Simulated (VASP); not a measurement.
A run of VASP 6.6.1:

The input INCAR:

```
SYSTEM = Sc2Ta
PREC = Accurate ; ENCUT = 600
EDIFF = 1E-6 ; ISMEAR = 0
SIGMA = 0.1 ; LREAL = .FALSE.
LASPH = .TRUE. ; NELM = 60
ALGO = Fast ; ISIF = 3
LWAVE = .FALSE. ; LCHARG = .FALSE.
GGA = PE ; IBRION = 2
NSW = 90 ; EDIFFG = -0.04
```

File KPOINTS:

```
Automatic mesh
0
G
  4 4 4
  0 0 0
```

The input POSCAR:

```
Sc2Ta
1.0
   -3.3211013200      3.3211013200      2.5937758500
    3.3211013200     -3.3211013200      2.5937758500
    3.3211013200      3.3211013200     -2.5937758500
Sc Ta
4 2
Direct
    0.1590092200      0.6590092200      0.8180184400
    0.6590092200      0.8409907800      0.5000000000
    0.3409907800      0.1590092200      0.5000000000
    0.8409907800      0.3409907800      0.1819815600
    0.7500000000      0.7500000000      0.0000000000
    0.2500000000      0.2500000000      0.0000000000
```

Potentials or basis: VASP PAW PBE potentials, release 64 (Sc_sv, Ta_pv).

Run with:

```sh
$ cat potpaw_PBE.64/Sc_sv/POTCAR potpaw_PBE.64/Ta_pv/POTCAR > POTCAR
$ mpirun -np 1 vasp_std > vasp.out
```

Hardware: 1 thread of Intel(R) Xeon(R) Platinum 8559C (Emerald Rapids) (shared host).

Q: Estimate the wall time of this run.

A: Run time: 15 min on 1 thread of Intel(R) Xeon(R) Platinum 8559C (Emerald Rapids) (shared host), peak memory 0.37 GiB. Counts: scf iterations 168, k points 13, ion steps 10.
